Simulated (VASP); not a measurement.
Ti, 1 atom in the cell. Symmetry: Fm-3m, No. 225, cubic system. The conventional cell has a = 3.982 Å, b = 3.982 Å, c = 3.982 Å, α = 90.00°, β = 90.00°, γ = 90.00°. Ti (site symmetry m-3m) has 12 Ti at 2.82 Å within 3.7 Å.  This cell differs from its parent crystal: volume scaled by 0.98.

```yaml
Program: VASP 6.6.1
Task: single point
Functional: LDA
Potentials_or_basis: VASP PAW LDA potentials, release 64 (Ti_sv)
Cutoff: 520 eV
k_mesh: 20 × 20 × 20
Occupations: fermi-dirac, width 0.15 eV
Spin: no spin polarisation
Dipole_correction: no
Further_INCAR_settings: ALGO = Fast; EDIFF = 1e-06; NBANDS = 12
```

Potentials or basis: VASP PAW LDA potentials, release 64 (Ti_sv).

Command:

```console
$ cat potpaw_LDA.64/Ti_sv/POTCAR > POTCAR
$ mpirun -np 1 vasp_std > vasp.out
```

Hardware: 1 thread of Intel(R) Xeon(R) 6975P-C (Granite Rapids) (shared host).

Problem. Estimate the wall time of this run.

Solution. It took 37 s on 1 thread of Intel(R) Xeon(R) 6975P-C (Granite Rapids), on a shared host, peak memory 0.16 GiB. Counts: scf iterations 20, k points 256.
